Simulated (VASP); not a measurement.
# LaTiH3: single point with PBE

LaTiH3:

```
La Ti H
1.0
     3.95440    0.00000    0.00000
     0.00000    3.95440    0.00000
     0.00000    0.00000    3.95440
La Ti H
1 1 3
Direct
  0.00000 0.00000 0.00000
  0.50000 0.50000 0.50000
  0.00000 0.50000 0.50000
  0.50000 0.00000 0.50000
  0.50000 0.50000 0.00000
```

```json
{"Program": "VASP 6.6.1", "Task": "single point", "Functional": "PBE", "Potentials or basis": "VASP PAW PBE potentials, release 64 (La, Ti_sv, H)", "Cutoff": "520 eV", "k mesh": "4 × 4 × 4", "Occupations": "gaussian, width 0.1 eV", "Spin": "no spin polarisation", "Dipole correction": "no", "Further INCAR settings": "ALGO = Normal; EDIFF = 1e-07; NBANDS = 21"}
```

The pressure is -3.3 GPa and the band gap on the k mesh is zero (band 13 reaches 8.33 eV, above the bottom of band 14 at 7.10 eV).

Levels at points of the mesh, in eV from the Fermi level:
| k point | band 9 | band 10 | band 11 | band 12 | band 13 | band 14 | band 15 | band 16 | band 17 | band 18 |
| --- | --- | --- | --- | --- | --- | --- | --- | --- | --- | --- |
| (0.00, 0.00, 0.00) | -7.84 | -5.16 | -5.16 | 0.75 | 0.75 | 0.75 | 1.85 | 1.85 | 1.85 | 1.89 |
| (0.50, 0.00, 0.00) | -5.73 | -5.33 | -4.60 | -0.10 | 0.51 | 0.51 | 0.89 | 1.14 | 1.14 | 1.15 |
| (0.50, 0.50, 0.00) | -6.24 | -3.88 | -3.88 | -1.82 | -0.48 | -0.48 | 1.06 | 1.40 | 1.87 | 1.87 |
| (0.50, 0.50, 0.50) | -5.01 | -5.01 | -5.01 | 0.14 | 0.14 | 0.14 | 0.88 | 1.43 | 1.43 | 2.00 |

It took 20 s on 1 thread of AMD EPYC 7R43 64-Core Processor (Zen 3), on a shared host, peak memory 0.15 GiB.

Caveat: the k points lie up to 0.40 Å⁻¹ apart; spin-orbit coupling is left out, which moves the levels of the heavy elements.
